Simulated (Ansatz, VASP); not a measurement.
# ZnSe: VASP beside Ansatz

INCAR

```
SYSTEM = ZnSe
PREC = Accurate
ENCUT = 520
EDIFF = 1E-6
ISMEAR = 0
SIGMA = 0.05
LREAL = .FALSE.
LASPH = .TRUE.
NELM = 80
ALGO = Normal
ISIF = 2
LWAVE = .FALSE.
LCHARG = .FALSE.
GGA = PE
NBANDS = 16
```

KPOINTS

```
regular mesh
0
G
  10 10 10
  0 0 0
```

Contents of POSCAR:

```
ZnSe
1.0
    0.0000000000      2.7403160669      2.9695666092
    2.9695666092      0.0000000000      2.9695666092
    2.9695666092      2.7403160669      0.0000000000
Zn Se
1 1
Direct
    0.0000000000      0.0000000000      0.0000000000
    0.7500000000      0.7500000000      0.7500000000
```

Input for Ansatz:

```yaml
crystal:
  lattice:
    - [0.0, 2.7403160669, 2.9695666092]
    - [2.9695666092, 0.0, 2.9695666092]
    - [2.9695666092, 2.7403160669, 0.0]
  atoms:
    - { symbol: Zn, position: [0.0, 0.0, 0.0] }
    - { symbol: Se, position: [0.75, 0.75, 0.75] }
basis:
  ecutwfc: 520.0
kpoints:
  mp_grid: { grid: [10, 10, 10] }
hamiltonian:
  xc: pbe
  pseudopotentials: { kind: paw, azcp: { folder: soft_1 } }
scf:
  occupations: { method: gaussian, width: 0.05 }
output:
  forces: true
  stress: true
  eigenvalues: true
```

Alike in both runs: task single point; functional PBE; k mesh 10 × 10 × 10; occupations gaussian, width 0.05 eV; no spin polarisation.

|  | VASP | Ansatz |
| --- | --- | --- |
| version | VASP 6.6.1 | Ansatz 0.2.0 |
| potentials or method | VASP PAW PBE potentials, release 64 (Zn, Se), cutoff 520 eV | scalar-relativistic, plane waves, PAW |
| valence electrons in the cell | 18 | 28 |

Ansatz gave:

* gap on the k mesh at the Fermi level (eV): 0.87
* least direct gap on the mesh (eV): 0.87
* pressure (GPa): -1.5
* traceless stress, the component that is largest in VASP (GPa): 1.63

**Question.** Which values does VASP return?

**Answer.** gap on the k mesh at the Fermi level (eV): 0.87; least direct gap on the mesh (eV): 0.87; pressure (GPa): -1.3; traceless stress, the component that is largest in VASP (GPa): 1.61.

With one functional, cell and mesh, what is left measures potentials, basis and numerics. VASP's potentials hold 18 valence electrons a cell and Ansatz's 28, so a difference there can come from the potentials and not from the codes.
